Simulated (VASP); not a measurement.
Set up this calculation in VASP 6.6.1, as the native input.

| Item | Value |
| --- | --- |
| Task | single point |
| Functional | PBEsol |
| Potentials or basis | VASP PAW PBE potentials, release 64 (Al, Ru_pv) |
| Cutoff | 520 eV |
| k mesh | 18 × 18 × 18 |
| Occupations | gaussian, width 0.1 eV |
| Spin | no spin polarisation |
| Dipole correction | no |
| Further INCAR settings | ALGO = Fast; EDIFF = 1e-06; NBANDS = 17 |

The structure of Al2Ru lies in POSCAR:

```
Al2Ru
1.0
   -1.5606788815      1.5606788815      4.2115520768
    1.5606788815     -1.5606788815      4.2115520768
    1.5606788815      1.5606788815     -4.2115520768
Al Ru
2 1
Direct
    0.6590760825      0.6590760825      0.0000000000
    0.3409239175      0.3409239175      0.0000000000
    0.0000000000      0.0000000000      0.0000000000
```

One way to write it, as run:

INCAR

```
SYSTEM = Al2Ru
PREC = Accurate
ENCUT = 520
EDIFF = 1E-6
ISMEAR = 0
SIGMA = 0.1
LREAL = .FALSE.
LASPH = .TRUE.
NELM = 60
ALGO = Fast
ISIF = 2
LWAVE = .FALSE.
LCHARG = .TRUE.
GGA = PS
LELF = .TRUE.
LVHAR = .TRUE.
NBANDS = 17
```

KPOINTS

```
Automatic mesh
0
G
  18 18 18
  0 0 0
```

Potentials or basis: VASP PAW PBE potentials, release 64 (Al, Ru_pv).

The run is started by

```bash
$ cat potpaw_PBE.64/Al/POTCAR potpaw_PBE.64/Ru_pv/POTCAR > POTCAR
$ mpirun -np 1 vasp_std > vasp.out
```

Results of the run:

```yaml
Pressure: 0.1 GPa
Band_gap_on_the_k_mesh: zero (bands 10 and 11 overlap by 0.18 eV)
```

Caveat: the PAW data sets were made with another functional, which shifts forces and pressure a little.

It took 15 min on 1 thread of Intel Xeon 8259CL, with other jobs on the host, peak memory 0.46 GiB.
